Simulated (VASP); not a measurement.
## BaS (zincblende type): single point with LDA

BaS (zincblende type):

```xyz
2
Lattice="0.0000 3.4330 3.4330 3.4330 0.0000 3.4330 3.4330 3.4330 0.0000" Properties=species:S:1:pos:R:3 pbc="T T T"
Ba    0.0000    0.0000    0.0000
S     1.7165    1.7165    1.7165
```

| Property | Result |
| --- | --- |
| Program | VASP 6.6.1 |
| Task | single point |
| Functional | LDA |
| Potentials or basis | VASP PAW LDA potentials, release 64 (Ba_sv, S) |
| Cutoff | 520 eV |
| k mesh | 9 × 9 × 9 |
| Occupations | fermi-dirac, width 0.08 eV |
| Spin | no spin polarisation |
| Dipole correction | no |
| Further INCAR settings | ALGO = Normal; EDIFF = 1e-07; NBANDS = 15 |

The pressure is 0.6 GPa and the band gap on the k mesh is 2.57 eV (least direct gap 3.21 eV).

Levels at points of the mesh, in eV from the valence-band top:
```tsv
k point	band 6	band 7	band 8	band 9	band 10	band 11
(0.00, 0.00, 0.00)	-0.81	-0.81	-0.81	2.57	5.04	5.04
```

Wall time 15 s on 1 thread of Intel(R) Xeon(R) 6975P-C (Granite Rapids) (shared host), peak memory 0.19 GiB.

Caveat: spin-orbit coupling is left out, which moves the levels of the heavy elements; an odd mesh through Γ misses points on the zone boundary, where band edges can lie.
